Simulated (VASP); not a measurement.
## FeCo3: single point with PBEsol

The system is FeCo3.

```xyz
4
Lattice="3.4877 0.0000 0.0000 0.0000 3.4877 0.0000 0.0000 0.0000 3.4877" Properties=species:S:1:pos:R:3 pbc="T T T"
Fe    0.0000    0.0000    0.0000
Co    1.7438    1.7438    0.0000
Co    1.7438    0.0000    1.7438
Co    0.0000    1.7438    1.7438
```

* Program: VASP 6.6.1
* Task: single point
* Functional: PBEsol
* Potentials or basis: VASP PAW PBE potentials, release 64 (Fe, Co)
* Cutoff: 520 eV
* k mesh: 10 × 10 × 10
* Occupations: gaussian, width 0.15 eV
* Spin: collinear spin, ferromagnetic start
* Starting moments: [2.77, 1.78, 1.78, 1.78] μB

- Pressure: -0.3 GPa
- Net moment: 7.22 μB per cell
- Site moments: Fe +2.50; Co +1.57 μB
- Valence electrons inside the program's atomic spheres: Fe 7.32; Co 8.35

Levels at points of the mesh, in eV from the Fermi level:
Spin up:
```tsv
k point	band 19	band 20	band 21	band 22	band 23	band 24
(0.00, 0.00, 0.00)	-0.08	-0.08	-0.08	2.63	2.63	2.63
(0.50, 0.00, 0.00)	-1.09	-1.00	-0.30	-0.07	8.29	8.29
(0.50, 0.50, 0.00)	-1.30	-1.29	1.25	1.25	1.45	1.48
(0.50, 0.50, 0.50)	-0.40	-0.40	-0.30	-0.24	-0.24	-0.24
```
Spin down:
| k point | band 9 | band 10 | band 11 | band 12 | band 13 | band 14 | band 15 | band 16 | band 17 | band 18 |
| --- | --- | --- | --- | --- | --- | --- | --- | --- | --- | --- |
| (0.00, 0.00, 0.00) | -0.93 | -0.93 | 0.56 | 0.56 | 1.35 | 1.47 | 1.47 | 1.47 | 1.87 | 1.87 |
| (0.50, 0.00, 0.00) | -1.90 | -1.90 | -0.54 | -0.35 | -0.05 | -0.05 | 0.24 | 0.49 | 0.49 | 0.84 |
| (0.50, 0.50, 0.00) | -1.67 | -1.67 | -1.51 | -1.30 | -0.23 | -0.23 | -0.19 | 0.21 | 0.26 | 0.74 |
| (0.50, 0.50, 0.50) | -0.95 | -0.95 | -0.76 | -0.76 | -0.26 | -0.11 | -0.11 | -0.11 | 1.29 | 1.29 |

Run time: 2.8 min on 1 thread of AMD EPYC 7R13 Processor (Zen 3) (shared host), peak memory 0.22 GiB.

Caveat: the PAW data sets were made with another functional, which shifts forces and pressure a little.
